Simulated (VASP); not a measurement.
# GaAs (F-43m) in VASP: G0W0 quasiparticle levels with PBE

Aim: the G0W0 quasiparticle levels of GaAs with PBE.

Program: VASP 6.6.1. These are calculated values, not measurements. Logs are shortened: lines on timing, memory, paths and dates and some standing lists are left out, and cuts for length are marked.

## Step 1: The cell of the first run

The structure is cubic, space group F-43m (No. 216). Conventional cell: a = 5.666 Å, b = 5.666 Å, c = 5.666 Å, α = 90.00°, β = 90.00°, γ = 90.00°. Within 3.2 Å of Ga (site symmetry -43m) lie 4 As at 2.45 Å. Within 3.2 Å of As (site symmetry -43m) lie 4 Ga at 2.45 Å.

## Step 2: G0W0 quasiparticle levels, PBE

File POSCAR:

```
GaAs
1.0
    0.0000000000      2.8330850939      2.8330850939
    2.8330850939      0.0000000000      2.8330850939
    2.8330850939      2.8330850939      0.0000000000
Ga As
1 1
Direct
    0.0000000000      0.0000000000      0.0000000000
    0.2500000000      0.2500000000      0.2500000000
```

File INCAR.step1:

```
PREC     = Accurate       # precision mode
ENCUT    = 500            # plane-wave cutoff, eV
EDIFF    = 1E-8           # SCF threshold, eV
ISMEAR   = 0              # smearing method
SIGMA    = 0.01           # smearing width, eV
LREAL    = False          # projectors in reciprocal space
LASPH    = True           # aspherical terms in the spheres
NELM     = 80             # most SCF steps
ALGO     = Normal         # electronic algorithm
LWAVE    = True           # write WAVECAR
LCHARG   = False          # write CHGCAR
GGA      = PE             # functional
```

File INCAR.step2:

```
PREC     = Accurate       # precision mode
ENCUT    = 500            # plane-wave cutoff, eV
EDIFF    = 1E-8           # SCF threshold, eV
ISMEAR   = 0              # smearing method
SIGMA    = 0.01           # smearing width, eV
LREAL    = False          # projectors in reciprocal space
LASPH    = True           # aspherical terms in the spheres
NELM     = 1              # most SCF steps
ALGO     = Exact          # electronic algorithm
LWAVE    = True           # write WAVECAR
LCHARG   = False          # write CHGCAR
GGA      = PE             # functional
NBANDS   = 144            # bands
LOPTICS  = True           # frequency-dependent dielectric function
ISTART   = 1
```

File INCAR.step3:

```
PREC     = Accurate       # precision mode
ENCUT    = 500            # plane-wave cutoff, eV
EDIFF    = 1E-8           # SCF threshold, eV
ISMEAR   = 0              # smearing method
SIGMA    = 0.01           # smearing width, eV
LREAL    = False          # projectors in reciprocal space
LASPH    = True           # aspherical terms in the spheres
ALGO     = EVGW0          # electronic algorithm
LWAVE    = False          # write WAVECAR
LCHARG   = False          # write CHGCAR
GGA      = PE             # functional
NELMGW   = 1            
NBANDS   = 144            # bands
ENCUTGW  = 120.0          # cutoff of the response function
NOMEGA   = 96             # frequency points
PRECFOCK = Fast         
ISTART   = 1            
NBANDSGW = 17           
OMEGAMAX = 20
```

File KPOINTS:

```
Automatic mesh
0
Gamma
  4 4 4
```

Potentials or basis: VASP PAW PBE potentials, release 64 (Ga_d_GW, As_GW).

Launch:

```console
$ cat potpaw_PBE.64/Ga_d_GW/POTCAR potpaw_PBE.64/As_GW/POTCAR > POTCAR
$ cp INCAR.step1 INCAR
$ mpirun -np 1 vasp_std > vasp.out
$ cp INCAR.step2 INCAR
$ mpirun -np 1 vasp_std > vasp.out
$ cp INCAR.step3 INCAR
$ mpirun -np 1 vasp_std > vasp.out
```

OUTCAR:

```text
PREC = Accurate
   ENCUT = 500
   EDIFF = 1E-8
   ISMEAR = 0
   LREAL = False
   LASPH = True
   GGA = PE
   NELMGW = 1
   ENCUTGW = 120.0
   PRECFOCK = Fast
   ISTART = 1

 ion  position               nearest neighbor table
   1  0.000  0.000  0.000-   2 2.45   2 2.45   2 2.45   2 2.45
   2  0.250  0.250  0.250-   1 2.45   1 2.45   1 2.45   1 2.45

  LATTYP: Found a face centered cubic cell.
 ALAT       =     5.6661701878

  Lattice vectors:

 A1 = (   0.0000000000,   2.8330850939,   2.8330850939)
 A2 = (   2.8330850939,   0.0000000000,   2.8330850939)
 A3 = (   2.8330850939,   2.8330850939,   0.0000000000)

Analysis of symmetry for initial positions (statically):
=====================================================================
 Subroutine PRICEL returns:
 Original cell was already a primitive cell.

 Routine SETGRP: Setting up the symmetry group for a
 face centered cubic supercell.

 Subroutine GETGRP returns: Found 24 space group operations
 (whereof 24 operations were pure point group operations)
 out of a pool of 48 trial point group operations.

The static configuration has the point symmetry T_d .

Analysis of symmetry for dynamics (positions and initial velocities):
=====================================================================
 Subroutine PRICEL returns:
 Original cell was already a primitive cell.

 Routine SETGRP: Setting up the symmetry group for a
 face centered cubic supercell.

 Subroutine GETGRP returns: Found 24 space group operations
 (whereof 24 operations were pure point group operations)
 out of a pool of 48 trial point group operations.

The dynamic configuration has the point symmetry T_d .

 Subroutine INISYM returns: Found 24 space group operations
 (whereof 24 operations are pure point group operations),
 and found     1 'primitive' translations

----------------------------------------------------------------------------------------

                                     Primitive cell

  volume of cell :      45.4788

  direct lattice vectors                    reciprocal lattice vectors
     0.000000000  2.833085094  2.833085094    -0.176486051  0.176486051  0.176486051
     2.833085094  0.000000000  2.833085094     0.176486051 -0.176486051  0.176486051
     2.833085094  2.833085094  0.000000000     0.176486051  0.176486051 -0.176486051

  length of vectors
     4.006587363  4.006587363  4.006587363     0.305682807  0.305682807  0.305682807

  position of ions in fractional coordinates (direct lattice)
     0.000000000  0.000000000  0.000000000
     0.250000000  0.250000000  0.250000000

  ion indices of the primitive-cell ions
   primitive index   ion index
                 1           1
                 2           2

----------------------------------------------------------------------------------------

 KPOINTS: Automatic mesh

Automatic generation of k-mesh.
 Grid dimensions read from file:
 generate k-points for:    4    4    4

 Generating k-lattice:

  Cartesian coordinates                     Fractional coordinates (reciprocal lattice)
    -0.044121513  0.044121513  0.044121513     0.250000000  0.000000000  0.000000000
     0.044121513 -0.044121513  0.044121513     0.000000000  0.250000000  0.000000000
     0.044121513  0.044121513 -0.044121513     0.000000000  0.000000000  0.250000000

  Length of vectors
     0.076420702  0.076420702  0.076420702

  Shift w.r.t. Gamma in fractional coordinates (k-lattice)
     0.000000000  0.000000000  0.000000000

 Subroutine IBZKPT returns following result:
 ===========================================

 Found      8 irreducible k-points:

 Following reciprocal coordinates:
            Coordinates               Weight
  0.000000  0.000000  0.000000      1.000000
  0.250000  0.000000  0.000000      8.000000
  0.500000  0.000000  0.000000      4.000000
  0.250000  0.250000  0.000000      6.000000
  0.500000  0.250000  0.000000     24.000000
 -0.250000  0.250000  0.000000     12.000000
  0.500000  0.500000  0.000000      3.000000
 -0.250000  0.500000  0.250000      6.000000
   k-points           NKPTS =      8   k-points in BZ     NKDIM =     64   number of bands    NBANDS=    144
   number of dos      NEDOS =    301   number of ions     NIONS =      2
   total plane-waves  NPLWV =  27000
   dimension x,y,z NGX =    30 NGY =   30 NGZ =   30
   dimension x,y,z NGXF=    60 NGYF=   60 NGZF=   60
   ions per type =               1   1
   NGX,Y,Z   is equivalent  to a cutoff of  12.45, 12.45, 12.45 a.u.
   NGXF,Y,Z  is equivalent  to a cutoff of  24.90, 24.90, 24.90 a.u.
 SYSTEM =  unknown system
   PREC   = accura    normal or accurate (medium, high low for compatibility)
   ISTART =      1    job   : 0-new  1-cont  2-samecut
   ICHARG =      0    charge: 1-file 2-atom 10-const
   ISPIN  =      1    spin polarized calculation?
   LNONCOLLINEAR =      F non collinear calculations
   LSORBIT =      F    spin-orbit coupling
   LASPH  =      T    aspherical Exc in radial PAW
   ENCUT  =  500.0 eV  36.75 Ry    6.06 a.u.   7.30  7.30  7.30*2*pi/ulx,y,z
   NELM   =     60;   NELMIN=  2; NELMDL=  0     # of ELM steps
   EDIFF  = 0.1E-07   stopping-criterion for ELM
   LREAL  =      F    real-space projection
   EDIFFG = 0.1E-06   stopping-criterion for IOM
   NSW    =      0    number of steps for IOM
   IBRION =     -1    ionic relax: 0-MD 1-quasi-New 2-CG
   NFREE  =      0    steps in history (QN), initial steepest desc. (CG)
   ISIF   =      0    stress and relaxation
   ISYM   =      3    0-nonsym 1-usesym 2-fastsym
   POTIM  = 0.5000    time-step for ionic-motion
   TEBEG  =    0.0;   TEEND  =   0.0 temperature during run
   PSTRESS=    0.0 pullay stress
   NELECT =      18.0000    total number of electrons
   NUPDOWN=      -1.0000    fix difference up-down
   EMIN   =  10.00;   EMAX   =-10.00  energy-range for DOS
   EFERMI =   0.00;   METHOD = LEGACY
   ISMEAR =     0;   SIGMA  =   0.01  broadening in eV -4-tet -1-fermi 0-gaus
   EFERMI_NEDOS =   21; number of points for ismear=-14 and -15
   IALGO  =     38    algorithm
   IMIX   =      4    mixing-type and parameters
     AMIX     =   0.40;   BMIX     =  1.00
     AMIX_MAG =   1.60;   BMIX_MAG =  1.00
  volume/ion in A,a.u.               =      22.74       153.45
  Fermi-wavevector in a.u.,A,eV,Ry     =   1.201977  2.271407 19.656990  1.444748
  Thomas-Fermi vector in A             =   2.337771
   LORBIT       =      0    0 simple, 1 ext, 2 COOP (PROOUT), +10 PAW based schemes
   GGA     = PE    functional components
   LHFCALC =     T    Hartree Fock is set to
   PRECFOCK=fast      Normal, Fast or Accurate (Low or Medium for compatibility)
   ENCUT4O =  -1.0   cutoff for four orbital integrals eV
   NKREDX  =     1    reduce k-point grid by
   NKREDY  =     1    reduce k-point grid by
   NKREDZ  =     1    reduce k-point grid by
   AEXX    =    1.0000 exact exchange contribution
   HFSCREEN=    0.0000 screening length (either q_TF or 0.3 A-1)
   HFSCREENC=   0.0000 screening length for correlation (either q_TF or 0.3 A-1)
   ENCUTFOCK=  -1.0 apply spherical cutoff to Coloumb kernel
   IVDW    =     0    specifies the selected vdW correction
   LEPSILON=     F    determine dielectric tensor
   LRPA    =     F    only Hartree local field effects (RPA)
   LRPAFORCE           =     F    calculate RPA forces
   ENCUTGW             = 120.0    cutoff for response function in eV
   ENCUTGWSOFT         =  96.0    soft cutoff for Coulomb kernel in GW response function in eV
   ENCUTLF             =  -1.0    cutoff for local field effects
   NELMGW              =     1    number of iterations in solving QP/BSE equation
   NELMHF              =     1    number of iterations in the inner HF iteration
   NKREDLFX            =     1    NKREDLFY  =   1   NKREDLFZ  =   1
 non-spin polarized calculation
 Gauss-broadening in eV      SIGMA  =   0.01
  energy-cutoff  :      500.00
  volume of cell :       45.48
 maximum number of plane-waves:      1174
 NGX is ok and might be reduce to    30
  NGX = 18; NGY = 18; NGZ = 18
   NGX = 15   NGY = 15   NGZ = 15
 maximum number of plane-waves:       144
 NGX is ok and might be reduce to    18

 QP shifts <psi_nk| G(iteration)W_0 |psi_nk>: iteration 1
 for sc-GW calculations column KS-energies equals QP-energies in previous step
 and V_xc(KS)=  KS-energies - (<T + V_ion + V_H > + <T+V_H+V_ion>^1  + <V_x>^1)

 k-point   1 :       0.0000    0.0000    0.0000
  band No.  KS-energies  QP-energies   sigma(KS)   V_xc(KS)     V^pw_x(r,r')   Z            occupation Imag(sigma)

      1     -11.0129     -13.4271     -25.3244     -21.7135     -35.0689       0.6686       2.0000       0.1992
      2     -11.0129     -13.4271     -25.3244     -21.7135     -35.0689       0.6686       2.0000       0.1992
      3     -11.0129     -13.4271     -25.3244     -21.7135     -35.0689       0.6686       2.0000       0.1992
      4     -10.9369     -13.3773     -25.4498     -21.8123     -35.1674       0.6709       2.0000       0.1704
      5     -10.9369     -13.3773     -25.4498     -21.8123     -35.1674       0.6709       2.0000       0.1704
      6      -8.8466      -9.1756     -11.6635     -11.1257     -18.0789       0.6117       2.0000       0.8620
[... 9 lines left out ...]
     16      13.8927      13.8049      -9.9083      -9.7894      -4.4837       0.7384       0.0000      -0.2758
     17      15.3359      15.1140      -7.9786      -7.6797      -2.2097       0.7425       0.0000      -0.3913

 k-point   2 :       0.2500    0.0000    0.0000
  band No.  KS-energies  QP-energies   sigma(KS)   V_xc(KS)     V^pw_x(r,r')   Z            occupation Imag(sigma)

      1     -11.0534     -13.4176     -25.0368     -21.4982     -34.7432       0.6681       2.0000       0.2134
      2     -11.0021     -13.4221     -25.3488     -21.7352     -35.0963       0.6697       2.0000       0.1978
      3     -11.0021     -13.4221     -25.3488     -21.7352     -35.0963       0.6697       2.0000       0.1978
      4     -10.9365     -13.3783     -25.4491     -21.8131     -35.1700       0.6716       2.0000       0.1701
      5     -10.9365     -13.3783     -25.4491     -21.8131     -35.1700       0.6716       2.0000       0.1701
      6      -8.1606      -8.5349     -12.0667     -11.4905     -18.2864       0.6497       2.0000       0.8408
[... 9 lines left out ...]
     16      12.8140      12.6594      -9.2463      -9.0403      -3.9638       0.7502       0.0000      -0.2520
     17      15.7054      15.6063      -8.7890      -8.6562      -2.8176       0.7464       0.0000      -0.4792

 k-point   3 :       0.5000    0.0000    0.0000
  band No.  KS-energies  QP-energies   sigma(KS)   V_xc(KS)     V^pw_x(r,r')   Z            occupation Imag(sigma)
[... 85 lines left out ...]
      1     -11.1193     -13.4399     -24.8140     -21.3303     -34.4973       0.6661       2.0000       0.2246
      2     -10.9650     -13.4045     -25.4438     -21.8165     -35.2034       0.6725       2.0000       0.1945
      3     -10.9650     -13.4045     -25.4438     -21.8165     -35.2034       0.6725       2.0000       0.1945
      4     -10.9617     -13.3867     -25.3609     -21.7377     -35.0675       0.6693       2.0000       0.1741
      5     -10.9245     -13.3691     -25.4713     -21.8384     -35.2039       0.6729       2.0000       0.1696
      6      -6.3604      -6.7120     -12.8391     -12.3267     -18.4557       0.6862       2.0000       0.6706
[... 9 lines left out ...]
     16      17.1100      16.9652     -10.0615      -9.8664      -4.0735       0.7420       0.0000      -0.5449
     17      17.1100      16.9652     -10.0615      -9.8664      -4.0735       0.7420       0.0000      -0.5449

 k-point   8 :      -0.2500    0.5000    0.2500
  band No.  KS-energies  QP-energies   sigma(KS)   V_xc(KS)     V^pw_x(r,r')   Z            occupation Imag(sigma)

      1     -11.1063     -13.4241     -24.8195     -21.3421     -34.5087       0.6665       2.0000       0.2265
      2     -10.9828     -13.4166     -25.4018     -21.7766     -35.1519       0.6713       2.0000       0.1922
      3     -10.9696     -13.3981     -25.4084     -21.7885     -35.1609       0.6709       2.0000       0.1927
      4     -10.9472     -13.3858     -25.4265     -21.7933     -35.1477       0.6712       2.0000       0.1722
      5     -10.9327     -13.3722     -25.4483     -21.8166     -35.1745       0.6717       2.0000       0.1700
      6      -6.3037      -6.6558     -12.9523     -12.4411     -18.5787       0.6887       2.0000       0.6625
[... 9 lines left out ...]
     16      17.0678      16.9953      -9.5674      -9.4699      -3.3931       0.7430       0.0000      -0.6098
     17      17.4175      17.4237      -9.9711      -9.9797      -3.5746       0.7261       0.0000      -0.6143
```

Run time: 7.8 min. Hardware: 1 thread of Intel Xeon 8259CL, shared host; peak memory 0.45 GiB.

What came out:

```yaml
Quasiparticle_gap: 1.34 eV
Least_direct_quasiparticle_gap: 1.34 eV
Band_gap_of_the_starting_levels_on_the_mesh: 0.45 eV
Least_direct_gap_of_the_starting_levels_on_the_mesh: 0.45 eV
```

Caveat: the k points lie up to 0.48 Å⁻¹ apart; bands, screening cutoff and mesh are small and nothing is extrapolated, so the quasiparticle values aren't converged.
